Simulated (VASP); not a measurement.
# Ba (Fm-3m) in VASP: notebook

Ba is run at these levels: r2SCAN+D3(BJ); tasks: single point.

Program: VASP 6.6.1. These are calculated values, not measurements. Logs are shortened: lines on timing, memory, paths and dates and some standing lists are left out, and cuts for length are marked.

## Step 1: The cell of the first run

It takes space group Fm-3m (No. 225, cubic). The conventional cell has a = 6.386 Å, b = 6.386 Å, c = 6.386 Å, α = 90.00°, β = 90.00°, γ = 90.00°.

This isn't the form of Ba at room conditions, which is bcc.

## Step 2: Single point, r2SCAN+D3(BJ)

Contents of POSCAR:

```
Ba
1.0
    0.0000000000      3.1929592529      3.1929592529
    3.1929592529      0.0000000000      3.1929592529
    3.1929592529      3.1929592529      0.0000000000
Ba
1
Direct
    0.0000000000      0.0000000000      0.0000000000
```

Contents of INCAR.step1:

```
SYSTEM = Ba
PREC = Accurate
ENCUT = 550
ISMEAR = -1
SIGMA = 0.05
LREAL = .False.
LASPH = .True.
NELM = 120
NBANDS = 11
GGA = PE
ALGO = Normal
EDIFF = 1E-5
LWAVE = .True.
LCHARG = .False.
GGA_COMPAT = .False.
```

Contents of INCAR.step2:

```
SYSTEM = Ba
PREC = Accurate
ENCUT = 550
EDIFF = 1E-6
ISMEAR = -1
SIGMA = 0.05
LREAL = .False.
LASPH = .True.
NELM = 120
ALGO = Normal
ISIF = 2
LWAVE = .False.
LCHARG = .True.
METAGGA = R2SCAN
LMIXTAU = .True.
IVDW = 12
VDW_S6 = 1.0
VDW_S8 = 0.78981345
VDW_A1 = 0.49484001
VDW_A2 = 5.73083694
LELF = .True.
LVHAR = .True.
NBANDS = 11
ISTART = 1
GGA_COMPAT = .False.
```

Contents of KPOINTS:

```
Automatic mesh
0
Gamma
  7 7 7
  0 0 0
```

Potentials or basis: VASP PAW PBE potentials, release 64 (Ba_sv).

On the command line:

```sh
cat potpaw_PBE.64/Ba_sv/POTCAR > POTCAR
cp INCAR.step1 INCAR
mpirun -np 1 vasp_std > vasp.out
cp INCAR.step2 INCAR
mpirun -np 1 vasp_std > vasp.out
```

OUTCAR:

```text
SYSTEM = Ba
   PREC = Accurate
   ENCUT = 550
   EDIFF = 1E-6
   ISMEAR = -1
   LREAL = .False.
   LASPH = .True.
   NELM = 120
   ISIF = 2
   METAGGA = R2SCAN
   IVDW = 12
   ISTART = 1
 IVDW          = 12

 ion  position               nearest neighbor table
   1  0.000  0.000  0.000-

  LATTYP: Found a face centered cubic cell.
 ALAT       =     6.3859185058

  Lattice vectors:

 A1 = (   0.0000000000,   3.1929592529,   3.1929592529)
 A2 = (   3.1929592529,   0.0000000000,   3.1929592529)
 A3 = (   3.1929592529,   3.1929592529,   0.0000000000)

Analysis of symmetry for initial positions (statically):
=====================================================================
 Subroutine PRICEL returns:
 Original cell was already a primitive cell.

 Routine SETGRP: Setting up the symmetry group for a
 face centered cubic supercell.

 Subroutine GETGRP returns: Found 48 space group operations
 (whereof 48 operations were pure point group operations)
 out of a pool of 48 trial point group operations.

The static configuration has the point symmetry O_h .

Analysis of symmetry for dynamics (positions and initial velocities):
=====================================================================
 Subroutine PRICEL returns:
 Original cell was already a primitive cell.

 Routine SETGRP: Setting up the symmetry group for a
 face centered cubic supercell.

 Subroutine GETGRP returns: Found 48 space group operations
 (whereof 48 operations were pure point group operations)
 out of a pool of 48 trial point group operations.

The dynamic configuration has the point symmetry O_h .

 Subroutine INISYM returns: Found 48 space group operations
 (whereof 48 operations are pure point group operations),
 and found     1 'primitive' translations

----------------------------------------------------------------------------------------

                                     Primitive cell

  volume of cell :      65.1044

  direct lattice vectors                    reciprocal lattice vectors
     0.000000000  3.192959253  3.192959253    -0.156594545  0.156594545  0.156594545
     3.192959253  0.000000000  3.192959253     0.156594545 -0.156594545  0.156594545
     3.192959253  3.192959253  0.000000000     0.156594545  0.156594545 -0.156594545

  length of vectors
     4.515526280  4.515526280  4.515526280     0.271229707  0.271229707  0.271229707

  position of ions in fractional coordinates (direct lattice)
     0.000000000  0.000000000  0.000000000

  ion indices of the primitive-cell ions
   primitive index   ion index
                 1           1

----------------------------------------------------------------------------------------

 KPOINTS: Automatic mesh

Automatic generation of k-mesh.
 Grid dimensions read from file:
 generate k-points for:    7    7    7

 Generating k-lattice:

  Cartesian coordinates                     Fractional coordinates (reciprocal lattice)
    -0.022370649  0.022370649  0.022370649     0.142857143  0.000000000  0.000000000
     0.022370649 -0.022370649  0.022370649     0.000000000  0.142857143  0.000000000
     0.022370649  0.022370649 -0.022370649     0.000000000  0.000000000  0.142857143

  Length of vectors
     0.038747101  0.038747101  0.038747101

  Shift w.r.t. Gamma in fractional coordinates (k-lattice)
     0.000000000  0.000000000  0.000000000

 Subroutine IBZKPT returns following result:
 ===========================================

 Found     20 irreducible k-points:

 Following reciprocal coordinates:
            Coordinates               Weight
  0.000000  0.000000  0.000000      1.000000
  0.142857  0.000000  0.000000      8.000000
  0.285714  0.000000  0.000000      8.000000
  0.428571  0.000000  0.000000      8.000000
  0.142857  0.142857  0.000000      6.000000
  0.285714  0.142857  0.000000     24.000000
[... 12 lines left out ...]
 -0.428571  0.428571  0.142857     24.000000
 -0.285714  0.428571  0.142857     24.000000
   k-points           NKPTS =     20   k-points in BZ     NKDIM =     20   number of bands    NBANDS=     11
   number of dos      NEDOS =    301   number of ions     NIONS =      1
   total plane-waves  NPLWV =  46656
   dimension x,y,z NGX =    36 NGY =   36 NGZ =   36
   dimension x,y,z NGXF=    72 NGYF=   72 NGZF=   72
   ions per type =               1
   NGX,Y,Z   is equivalent  to a cutoff of  13.25, 13.25, 13.25 a.u.
   NGXF,Y,Z  is equivalent  to a cutoff of  26.51, 26.51, 26.51 a.u.
 SYSTEM =  Ba
   PREC   = accura    normal or accurate (medium, high low for compatibility)
   ISTART =      1    job   : 0-new  1-cont  2-samecut
   ICHARG =      0    charge: 1-file 2-atom 10-const
   ISPIN  =      1    spin polarized calculation?
   LNONCOLLINEAR =      F non collinear calculations
   LSORBIT =      F    spin-orbit coupling
   LASPH  =      T    aspherical Exc in radial PAW
   ENCUT  =  550.0 eV  40.42 Ry    6.36 a.u.   8.63  8.63  8.63*2*pi/ulx,y,z
   NELM   =    120;   NELMIN=  2; NELMDL=  0     # of ELM steps
   EDIFF  = 0.1E-05   stopping-criterion for ELM
   LREAL  =      F    real-space projection
   EDIFFG = 0.1E-04   stopping-criterion for IOM
   NSW    =      0    number of steps for IOM
   IBRION =     -1    ionic relax: 0-MD 1-quasi-New 2-CG
   NFREE  =      0    steps in history (QN), initial steepest desc. (CG)
   ISIF   =      2    stress and relaxation
   ISYM   =      2    0-nonsym 1-usesym 2-fastsym
   POTIM  = 0.5000    time-step for ionic-motion
   TEBEG  =    0.0;   TEEND  =   0.0 temperature during run
   PSTRESS=    0.0 pullay stress
   NELECT =      10.0000    total number of electrons
   NUPDOWN=      -1.0000    fix difference up-down
   EMIN   =  10.00;   EMAX   =-10.00  energy-range for DOS
   EFERMI =   0.00;   METHOD = LEGACY
   ISMEAR =    -1;   SIGMA  =   0.05  broadening in eV -4-tet -1-fermi 0-gaus
   EFERMI_NEDOS =   21; number of points for ismear=-14 and -15
   IALGO  =     38    algorithm
   IMIX   =      4    mixing-type and parameters
     AMIX     =   0.40;   BMIX     =  1.00
     AMIX_MAG =   1.60;   BMIX_MAG =  1.00
  volume/ion in A,a.u.               =      65.10       439.35
  Fermi-wavevector in a.u.,A,eV,Ry     =   0.876741  1.656801 10.458462  0.768675
  Thomas-Fermi vector in A             =   1.996593
   LORBIT       =      0    0 simple, 1 ext, 2 COOP (PROOUT), +10 PAW based schemes
   METAGGA = R2SCAN    functional components
   LHFCALC =     F    Hartree Fock is set to
   AEXX    =    0.0000 exact exchange contribution
   IVDW    =    12    specifies the selected vdW correction
   LEPSILON=     F    determine dielectric tensor
   LRPA    =     F    only Hartree local field effects (RPA)
 non-spin polarized calculation
  energy-cutoff  :      550.00
  volume of cell :       65.10
 maximum number of plane-waves:      1922
   NGX = 17   NGY = 17   NGZ = 17

 number of electron      10.0000001 magnetization

 Free energy of the ion-electron system (eV)
  ---------------------------------------------------
  ext. energy  EPLUGINS =         0.00000000
  ---------------------------------------------------
  free energy    TOTEN  =       -26.40486213 eV

  energy without entropy =      -26.39511402  energy(sigma->0) =      -26.39998808

 E-fermi :   1.6529     XC(G=0):  -7.7206

 val. band max:        1.6500573568   @ k =   0.4286   0.4286   0.0000
 cond. band min:       1.7149619529   @ k =  -0.4286   0.4286   0.0000
 fundamental gap:      0.0649045960
 Fermi energy:         1.6529307649

 k-point     1 :       0.0000    0.0000    0.0000
  band No.  band energies     occupation
      1     -28.3514      2.00000
      2     -12.9008      2.00000
      3     -12.9008      2.00000
      4     -12.9008      2.00000
      5      -1.2537      2.00000
      6       3.6588      0.00000
      7       3.6588      0.00000
      8       3.6588      0.00000
      9       5.2231      0.00000
     10       5.2231      0.00000
     11       7.8225      0.00000

 k-point     2 :       0.1429    0.0000    0.0000
  band No.  band energies     occupation
      1     -28.3443      2.00000
      2     -12.9864      2.00000
      3     -12.9112      2.00000
      4     -12.9112      2.00000
      5      -0.8981      2.00000
      6       3.2242      0.00000
      7       3.8014      0.00000
      8       3.8014      0.00000
      9       5.0319      0.00000
     10       5.0319      0.00000
     11       8.5359      0.00000

 k-point     3 :       0.2857    0.0000    0.0000
  band No.  band energies     occupation
      1     -28.3283      2.00000
      2     -13.1709      2.00000
      3     -12.9344      2.00000
      4     -12.9344      2.00000
      5      -0.0359      2.00000
      6       2.6317      0.00000
      7       3.7484      0.00000
      8       3.7484      0.00000
      9       5.3171      0.00000
     10       5.3171      0.00000
     11       7.8257      0.00000

 k-point     4 :       0.4286    0.0000    0.0000
  band No.  band energies     occupation
      1     -28.3154      2.00000
      2     -13.3118      2.00000
      3     -12.9529      2.00000
      4     -12.9529      2.00000
      5       0.6614      2.00000
      6       2.5248      0.00000
      7       3.4950      0.00000
      8       3.4950      0.00000
      9       6.1907      0.00000
     10       6.1907      0.00000
     11       7.5285      0.00000
[... 183 lines left out ...]
 k-point    18 :      -0.4286    0.2857    0.1429
  band No.  band energies     occupation
      1     -28.3073      2.00000
      2     -13.2479      2.00000
      3     -13.0879      2.00000
      4     -12.9971      2.00000
      5       1.4289      1.97758
      6       2.0446      0.00079
      7       2.6591      0.00000
      8       4.2352      0.00000
      9       5.7704      0.00000
     10       6.9071      0.00000
     11       7.7676      0.00000

 k-point    19 :      -0.4286    0.4286    0.1429
  band No.  band energies     occupation
      1     -28.3031      2.00000
      2     -13.2509      2.00000
      3     -13.0927      2.00000
      4     -13.0437      2.00000
      5       1.2061      1.99974
      6       1.9187      0.00979
      7       2.8925      0.00000
      8       4.8959      0.00000
      9       6.1961      0.00000
     10       7.0590      0.00000
     11       7.8934      0.00000

 k-point    20 :      -0.2857    0.4286    0.1429
  band No.  band energies     occupation
      1     -28.3020      2.00000
      2     -13.1970      2.00000
      3     -13.1717      2.00000
      4     -13.0367      2.00000
      5       1.5830      1.60398
      6       2.0815      0.00038
      7       2.6187      0.00000
      8       4.2991      0.00000
      9       6.3064      0.00000
     10       6.8040      0.00000
     11       8.0818      0.00000

------------------------ aborting loop because EDIFF is reached ----------------------------------------

 Edisp (eV)   -0.09190

 E8    (eV) :    -0.0446

  FORCE on cell =-STRESS in cart. coord.  units (eV):
  Direction    XX          YY          ZZ          XY          YZ          ZX
  --------------------------------------------------------------------------------------
  -------------------------------------------------------------------------------------
  Total       0.05368     0.05368     0.05368     0.00000     0.00000     0.00000
  in kB       1.32097     1.32097     1.32097     0.00000     0.00000     0.00000
  external pressure =        1.32 kB  Pullay stress =        0.00 kB

 VOLUME and BASIS-vectors are now :
 -----------------------------------------------------------------------------
  energy-cutoff  :      550.00
  volume of cell :       65.10
      direct lattice vectors                 reciprocal lattice vectors
     0.000000000  3.192959253  3.192959253    -0.156594545  0.156594545  0.156594545
     3.192959253  0.000000000  3.192959253     0.156594545 -0.156594545  0.156594545
     3.192959253  3.192959253  0.000000000     0.156594545  0.156594545 -0.156594545

 POSITION                                       TOTAL-FORCE (eV/Angst)
 -----------------------------------------------------------------------------------
      0.00000      0.00000      0.00000         0.000000      0.000000     -0.000000
 -----------------------------------------------------------------------------------
    total drift:                               -0.000000      0.000000      0.000000

  FREE ENERGIE OF THE ION-ELECTRON SYSTEM (eV)
  ---------------------------------------------------
  free  energy   TOTEN  =       -26.4967663963 eV

  energy  without entropy=      -26.4870182905  energy(sigma->0) =      -26.49189234
```

It took 100 s on 1 thread of Intel Xeon 8259CL, shared host; peak memory 0.23 GiB.

What came out:

```
Free energy                : -26.4968 eV
Pressure                   : 0.1 GPa
Dispersion energy per atom : -0.092 eV
```

Levels at points of the mesh, in eV from the Fermi level:
```tsv
k point	band 2	band 3	band 4	band 5	band 6	band 7	band 8	band 9
(0.00, 0.00, 0.00)	-14.55	-14.55	-14.55	-2.91	2.01	2.01	2.01	3.57
```

Caveat: the PAW data sets were made with another functional, which shifts forces and pressure a little; spin-orbit coupling is left out, which moves the levels of the heavy elements.

[end of part 1 of 2]
